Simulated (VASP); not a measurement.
# Ag (Im-3m) in VASP: a series of runs

Ag is run at these levels: LDA; tasks: single point.

Everything below comes from runs of VASP 6.6.1. Logs are shortened: lines on timing, memory, paths and dates and some standing lists are left out, and cuts for length are marked.

## (1) The cell of the first run

The structure is cubic, space group Im-3m (No. 229). The conventional cell has a = 3.244 Å, b = 3.244 Å, c = 3.244 Å, α = 90.00°, β = 90.00°, γ = 90.00°. Ag (site symmetry m-3m) has 14 Ag at 2.81 to 3.24 Å within 3.7 Å.

## (2) Single point, LDA (volume scaled by 0.94)

INCAR reads:

```
SYSTEM = Ag
PREC = Accurate
ENCUT = 520
EDIFF = 1E-6
ISMEAR = -1
SIGMA = 0.05
LREAL = .FALSE.
LASPH = .TRUE.
NELM = 60
ALGO = Normal
ISIF = 2
LWAVE = .FALSE.
LCHARG = .TRUE.
LELF = .TRUE.
LVHAR = .TRUE.
NBANDS = 12
```

KPOINTS reads:

```
regular mesh
0
G
  11 11 11
  0 0 0
```

POSCAR reads:

```
Ag
1.0
   -1.6218556592      1.6218556592      1.6218556592
    1.6218556592     -1.6218556592      1.6218556592
    1.6218556592      1.6218556592     -1.6218556592
Ag
1
Direct
    0.0000000000      0.0000000000      0.0000000000
```

Potentials or basis: VASP PAW LDA potentials, release 64 (Ag).

Command:

```
> cat potpaw_LDA.64/Ag/POTCAR > POTCAR
> mpirun -np 1 vasp_std > vasp.out
```

OUTCAR:

```text
SYSTEM = Ag
   PREC = Accurate
   ENCUT = 520
   EDIFF = 1E-6
   ISMEAR = -1
   LREAL = .FALSE.
   LASPH = .TRUE.
   NELM = 60
   ISIF = 2

 ion  position               nearest neighbor table
   1  0.000  0.000  0.000-

  LATTYP: Found a body centered cubic cell.
 ALAT       =     3.2437113184

  Lattice vectors:

 A1 = (  -1.6218556592,   1.6218556592,   1.6218556592)
 A2 = (   1.6218556592,  -1.6218556592,   1.6218556592)
 A3 = (   1.6218556592,   1.6218556592,  -1.6218556592)

Analysis of symmetry for initial positions (statically):
=====================================================================
 Subroutine PRICEL returns:
 Original cell was already a primitive cell.

 Routine SETGRP: Setting up the symmetry group for a
 body centered cubic supercell.

 Subroutine GETGRP returns: Found 48 space group operations
 (whereof 48 operations were pure point group operations)
 out of a pool of 48 trial point group operations.

The static configuration has the point symmetry O_h .

Analysis of symmetry for dynamics (positions and initial velocities):
=====================================================================
 Subroutine PRICEL returns:
 Original cell was already a primitive cell.

 Routine SETGRP: Setting up the symmetry group for a
 body centered cubic supercell.

 Subroutine GETGRP returns: Found 48 space group operations
 (whereof 48 operations were pure point group operations)
 out of a pool of 48 trial point group operations.

The dynamic configuration has the point symmetry O_h .

 Subroutine INISYM returns: Found 48 space group operations
 (whereof 48 operations are pure point group operations),
 and found     1 'primitive' translations

----------------------------------------------------------------------------------------

                                     Primitive cell

  volume of cell :      17.0646

  direct lattice vectors                    reciprocal lattice vectors
    -1.621855659  1.621855659  1.621855659     0.000000000  0.308288840  0.308288840
     1.621855659 -1.621855659  1.621855659     0.308288840  0.000000000  0.308288840
     1.621855659  1.621855659 -1.621855659     0.308288840  0.308288840  0.000000000

  length of vectors
     2.809136404  2.809136404  2.809136404     0.435986259  0.435986259  0.435986259

  position of ions in fractional coordinates (direct lattice)
     0.000000000  0.000000000  0.000000000

  ion indices of the primitive-cell ions
   primitive index   ion index
                 1           1

----------------------------------------------------------------------------------------

 KPOINTS: regular mesh

Automatic generation of k-mesh.
 Grid dimensions read from file:
 generate k-points for:   11   11   11

 Generating k-lattice:

  Cartesian coordinates                     Fractional coordinates (reciprocal lattice)
     0.000000000  0.028026258  0.028026258     0.090909091  0.000000000  0.000000000
     0.028026258  0.000000000  0.028026258     0.000000000  0.090909091  0.000000000
     0.028026258  0.028026258  0.000000000     0.000000000  0.000000000  0.090909091

  Length of vectors
     0.039635114  0.039635114  0.039635114

  Shift w.r.t. Gamma in fractional coordinates (k-lattice)
     0.000000000  0.000000000  0.000000000

 Subroutine IBZKPT returns following result:
 ===========================================

 Found     56 irreducible k-points:

 Following reciprocal coordinates:
            Coordinates               Weight
  0.000000  0.000000  0.000000      1.000000
  0.090909  0.000000  0.000000     12.000000
  0.181818  0.000000  0.000000     12.000000
  0.272727  0.000000  0.000000     12.000000
  0.363636  0.000000  0.000000     12.000000
  0.454545  0.000000  0.000000     12.000000
[... 16 lines left out ...]
  0.272727  0.181818  0.090909     48.000000
  0.363636  0.181818  0.090909     24.000000
 [... further k-points ...]
   k-points           NKPTS =     56   k-points in BZ     NKDIM =     56   number of bands    NBANDS=     12
   number of dos      NEDOS =    301   number of ions     NIONS =      1
   total plane-waves  NPLWV =  13824
   dimension x,y,z NGX =    24 NGY =   24 NGZ =   24
   dimension x,y,z NGXF=    48 NGYF=   48 NGZF=   48
   ions per type =               1
   NGX,Y,Z   is equivalent  to a cutoff of  14.20, 14.20, 14.20 a.u.
   NGXF,Y,Z  is equivalent  to a cutoff of  28.41, 28.41, 28.41 a.u.
 SYSTEM =  Ag
   PREC   = accura    normal or accurate (medium, high low for compatibility)
   ISTART =      0    job   : 0-new  1-cont  2-samecut
   ICHARG =      2    charge: 1-file 2-atom 10-const
   ISPIN  =      1    spin polarized calculation?
   LNONCOLLINEAR =      F non collinear calculations
   LSORBIT =      F    spin-orbit coupling
   LASPH  =      T    aspherical Exc in radial PAW
   ENCUT  =  520.0 eV  38.22 Ry    6.18 a.u.   5.22  5.22  5.22*2*pi/ulx,y,z
   NELM   =     60;   NELMIN=  2; NELMDL= -5     # of ELM steps
   EDIFF  = 0.1E-05   stopping-criterion for ELM
   LREAL  =      F    real-space projection
   EDIFFG = 0.1E-04   stopping-criterion for IOM
   NSW    =      0    number of steps for IOM
   IBRION =     -1    ionic relax: 0-MD 1-quasi-New 2-CG
   NFREE  =      0    steps in history (QN), initial steepest desc. (CG)
   ISIF   =      2    stress and relaxation
   ISYM   =      2    0-nonsym 1-usesym 2-fastsym
   POTIM  = 0.5000    time-step for ionic-motion
   TEBEG  =    0.0;   TEEND  =   0.0 temperature during run
   PSTRESS=    0.0 pullay stress
   NELECT =      11.0000    total number of electrons
   NUPDOWN=      -1.0000    fix difference up-down
   EMIN   =  10.00;   EMAX   =-10.00  energy-range for DOS
   EFERMI =   0.00;   METHOD = LEGACY
   ISMEAR =    -1;   SIGMA  =   0.05  broadening in eV -4-tet -1-fermi 0-gaus
   EFERMI_NEDOS =   21; number of points for ismear=-14 and -15
   IALGO  =     38    algorithm
   IMIX   =      4    mixing-type and parameters
     AMIX     =   0.40;   BMIX     =  1.00
     AMIX_MAG =   1.60;   BMIX_MAG =  1.00
  volume/ion in A,a.u.               =      17.06       115.16
  Fermi-wavevector in a.u.,A,eV,Ry     =   1.414187  2.672426 27.210632  1.999925
  Thomas-Fermi vector in A             =   2.535755
   LORBIT       =      0    0 simple, 1 ext, 2 COOP (PROOUT), +10 PAW based schemes
   GGA     = CA    functional components
   LHFCALC =     F    Hartree Fock is set to
   AEXX    =    0.0000 exact exchange contribution
   IVDW    =     0    specifies the selected vdW correction
   LEPSILON=     F    determine dielectric tensor
   LRPA    =     F    only Hartree local field effects (RPA)
 non-spin polarized calculation
  energy-cutoff  :      520.00
  volume of cell :       17.06
 maximum number of plane-waves:       472
 NGX is ok and might be reduce to    24
   NGX = 11   NGY = 11   NGZ = 11

 number of electron      10.9999999 magnetization

 Free energy of the ion-electron system (eV)
  ---------------------------------------------------
  ext. energy  EPLUGINS =         0.00000000
  ---------------------------------------------------
  free energy    TOTEN  =        -3.73263237 eV

  energy without entropy =       -3.72867734  energy(sigma->0) =       -3.73065486

 E-fermi :   8.1157     XC(G=0): -12.5781

 val. band max:        8.0847641419   @ k =  -0.3636   0.4545   0.0909
 cond. band min:       8.2320771321   @ k =  -0.4545   0.4545   0.0909
 fundamental gap:      0.1473129903
 Fermi energy:         8.1157318727

 k-point     1 :       0.0000    0.0000    0.0000
  band No.  band energies     occupation
      1       0.3215      2.00000
      2       3.2515      2.00000
      3       3.2515      2.00000
      4       3.2515      2.00000
      5       4.6134      2.00000
      6       4.6134      2.00000
      7      26.1045      0.00000
      8      26.1045      0.00000
      9      26.1045      0.00000
     10      32.2398      0.00000
     11      32.2398      0.00000
     12      32.2398      0.00000

 k-point     2 :       0.0909    0.0000    0.0000
  band No.  band energies     occupation
      1       0.5918      2.00000
      2       3.1841      2.00000
      3       3.2625      2.00000
      4       3.4091      2.00000
      5       4.5425      2.00000
      6       4.6184      2.00000
      7      25.4065      0.00000
      8      25.9877      0.00000
      9      26.3010      0.00000
     10      30.1104      0.00000
     11      30.1487      0.00000
     12      30.7304      0.00000

 k-point     3 :       0.1818    0.0000    0.0000
  band No.  band energies     occupation
      1       1.3008      2.00000
      2       3.0075      2.00000
      3       3.3401      2.00000
      4       3.8525      2.00000
      5       4.4251      2.00000
      6       4.6357      2.00000
      7      22.8257      0.00000
      8      25.0185      0.00000
      9      26.8061      0.00000
     10      28.1696      0.00000
     11      28.8743      0.00000
     12      29.8164      0.00000

 k-point     4 :       0.2727    0.0000    0.0000
  band No.  band energies     occupation
      1       1.8874      2.00000
      2       2.7850      2.00000
      3       3.9656      2.00000
      4       4.4095      2.00000
      5       4.4881      2.00000
      6       4.6675      2.00000
      7      19.2372      0.00000
      8      23.4766      0.00000
      9      25.6950      0.00000
     10      27.4128      0.00000
     11      28.7801      0.00000
     12      31.2422      0.00000

 k-point     5 :       0.3636    0.0000    0.0000
  band No.  band energies     occupation
      1       1.8813      2.00000
      2       2.5886      2.00000
      3       4.4752      2.00000
      4       4.7060      2.00000
      5       5.1431      2.00000
      6       5.6279      2.00000
      7      15.6848      0.00000
      8      22.2205      0.00000
      9      23.7325      0.00000
     10      27.9084      0.00000
     11      29.0562      0.00000
     12      33.4103      0.00000
[... 228 lines left out ...]
      1       0.8566      2.00000
      2       3.2809      2.00000
      3       3.2809      2.00000
      4       3.4072      2.00000
      5       4.3752      2.00000
      6       4.7088      2.00000
      7      24.9299      0.00000
      8      26.2329      0.00000
      9      26.2329      0.00000
     10      27.6652      0.00000
     11      30.2038      0.00000
     12      30.2038      0.00000

 k-point    22 :       0.1818    0.1818    0.0909
  band No.  band energies     occupation
      1       2.4939      2.00000
      2       2.7610      2.00000
      3       3.2666      2.00000
      4       4.5576      2.00000
      5       4.7052      2.00000
      6       7.1201      2.00000
      7      17.8497      0.00000
      8      18.5247      0.00000
      9      20.5687      0.00000
     10      29.6300      0.00000
     11      33.7020      0.00000
     12      34.3958      0.00000

 k-point    23 :       0.2727    0.1818    0.0909
  band No.  band energies     occupation
      1       2.3841      2.00000
      2       2.6749      2.00000
      3       3.7436      2.00000
      4       4.6199      2.00000
      5       4.7633      2.00000
      6       9.1154      0.00000
      7      14.8038      0.00000
      8      17.3595      0.00000
      9      19.8183      0.00000
     10      30.4412      0.00000
     11      33.3668      0.00000
     12      34.8193      0.00000

 k-point    24 :       0.3636    0.1818    0.0909
  band No.  band energies     occupation
      1       2.3327      2.00000
      2       2.6337      2.00000
      3       3.9505      2.00000
      4       4.6590      2.00000
      5       4.7809      2.00000
      6      10.9231      0.00000
      7      12.5738      0.00000
      8      17.0035      0.00000
      9      19.5579      0.00000
     10      30.7158      0.00000
     11      33.1666      0.00000
     12      34.8578      0.00000

 [... further k-points ...]

------------------------ aborting loop because EDIFF is reached ----------------------------------------

  FORCE on cell =-STRESS in cart. coord.  units (eV):
  Direction    XX          YY          ZZ          XY          YZ          ZX
  --------------------------------------------------------------------------------------
  -------------------------------------------------------------------------------------
  Total       -0.6754194     -0.6754194     -0.6754194      0.0000000      0.0000000     -0.0000000
  in kB      -63.4143445    -63.4143445    -63.4143445      0.0000000      0.0000000     -0.0000000
  external PRESSURE =     -63.4143445 kB  Pullay stress =       0.0000000 kB

 VOLUME and BASIS-vectors are now :
 -----------------------------------------------------------------------------
  energy-cutoff  :      520.00
  volume of cell :       17.06
      direct lattice vectors                 reciprocal lattice vectors
    -1.621855659  1.621855659  1.621855659     0.000000000  0.308288840  0.308288840
     1.621855659 -1.621855659  1.621855659     0.308288840  0.000000000  0.308288840
     1.621855659  1.621855659 -1.621855659     0.308288840  0.308288840  0.000000000

 POSITION                                       TOTAL-FORCE (eV/Angst)
 -----------------------------------------------------------------------------------
      0.00000      0.00000      0.00000         0.000000      0.000000     -0.000000
 -----------------------------------------------------------------------------------
    total drift:                               -0.000000      0.000000      0.000000

  FREE ENERGIE OF THE ION-ELECTRON SYSTEM (eV)
  ---------------------------------------------------
  free  energy   TOTEN  =        -3.7326323742 eV

  energy  without entropy=       -3.7286773427  energy(sigma->0) =       -3.73065486
```

It took 6.9 s on 1 thread of Intel Xeon 6975P-C, shared host; peak memory 0.13 GiB.

What came out:

| Item | Value |
| --- | --- |
| Free energy | -3.7326 eV |
| Pressure | -6.3 GPa |

Levels at points of the mesh, in eV from the Fermi level:
```tsv
k point	band 2	band 3	band 4	band 5	band 6	band 7	band 8	band 9	band 10	band 11
(0.00, 0.00, 0.00)	-4.86	-4.86	-4.86	-3.50	-3.50	17.99	17.99	17.99	24.12	24.12
```

## (3) Single point, LDA (volume scaled by 0.98)

INCAR reads:

```
PREC     = Accurate       # precision mode
ENCUT    = 520            # plane-wave cutoff, eV
EDIFF    = 1E-7           # SCF threshold, eV
ISMEAR   = -1             # smearing method
SIGMA    = 0.05           # smearing width, eV
LREAL    = False          # projectors in reciprocal space
LASPH    = True           # aspherical terms in the spheres
NELM     = 100            # most SCF steps
ALGO     = Normal         # electronic algorithm
ISIF     = 2              # what is computed and relaxed
LWAVE    = False          # write WAVECAR
LCHARG   = False          # write CHGCAR
GGA      = CA             # functional
NBANDS   = 12             # bands
```

KPOINTS reads:

```
regular mesh
0
Gamma
  11 11 11
```

POSCAR reads:

```
Ag
1.0
   -1.6445418934      1.6445418934      1.6445418934
    1.6445418934     -1.6445418934      1.6445418934
    1.6445418934      1.6445418934     -1.6445418934
Ag
1
Direct
    0.0000000000      0.0000000000      0.0000000000
```

Potentials or basis: VASP PAW LDA potentials, release 64 (Ag).

Command:

```
> cat potpaw_LDA.64/Ag/POTCAR > POTCAR
> mpirun -np 1 vasp_std > vasp.out
```

It took 6.4 s on 1 thread of Intel Xeon 6975P-C, shared host; peak memory 0.13 GiB.

Results (log left out):

```
Free energy : -3.6957 eV
Pressure    : -9.9 GPa
```

Levels at points of the mesh, in eV from the Fermi level:
| k point | band 2 | band 3 | band 4 | band 5 | band 6 | band 7 | band 8 | band 9 | band 10 | band 11 |
| --- | --- | --- | --- | --- | --- | --- | --- | --- | --- | --- |
| (0.00, 0.00, 0.00) | -4.71 | -4.71 | -4.71 | -3.43 | -3.43 | 17.85 | 17.85 | 17.85 | 23.33 | 23.33 |

## (4) Single point, LDA (volume scaled by 1.02)

INCAR reads:

```
SYSTEM = Ag
PREC = Accurate ; ENCUT = 520
EDIFF = 1E-6 ; ISMEAR = -1
SIGMA = 0.05 ; LREAL = .False.
LASPH = .True. ; NELM = 60
ALGO = Normal ; ISIF = 2
LWAVE = .False. ; LCHARG = .False.
NBANDS = 12
```

KPOINTS reads:

```
Automatic mesh
0
Gamma
  11 11 11
  0 0 0
```

POSCAR reads:

```
Ag
1.0
   -1.6666189156      1.6666189156      1.6666189156
    1.6666189156     -1.6666189156      1.6666189156
    1.6666189156      1.6666189156     -1.6666189156
Ag
1
Direct
    0.0000000000      0.0000000000      0.0000000000
```

Command:

```
> cat potpaw_LDA.64/Ag/POTCAR > POTCAR
> mpirun -np 1 vasp_std > vasp.out
```

It took 6.9 s on 1 thread of Intel Xeon 6975P-C, shared host; peak memory 0.13 GiB.

The run converged. Its results:

```
Free energy : -3.6448 eV
Pressure    : -12.6 GPa
```

Levels at points of the mesh, in eV from the Fermi level:
| k point | band 2 | band 3 | band 4 | band 5 | band 6 | band 7 | band 8 | band 9 | band 10 | band 11 |
| --- | --- | --- | --- | --- | --- | --- | --- | --- | --- | --- |
| (0.00, 0.00, 0.00) | -4.56 | -4.56 | -4.56 | -3.37 | -3.37 | 17.70 | 17.70 | 17.70 | 22.58 | 22.58 |

[end of part 1 of 2]
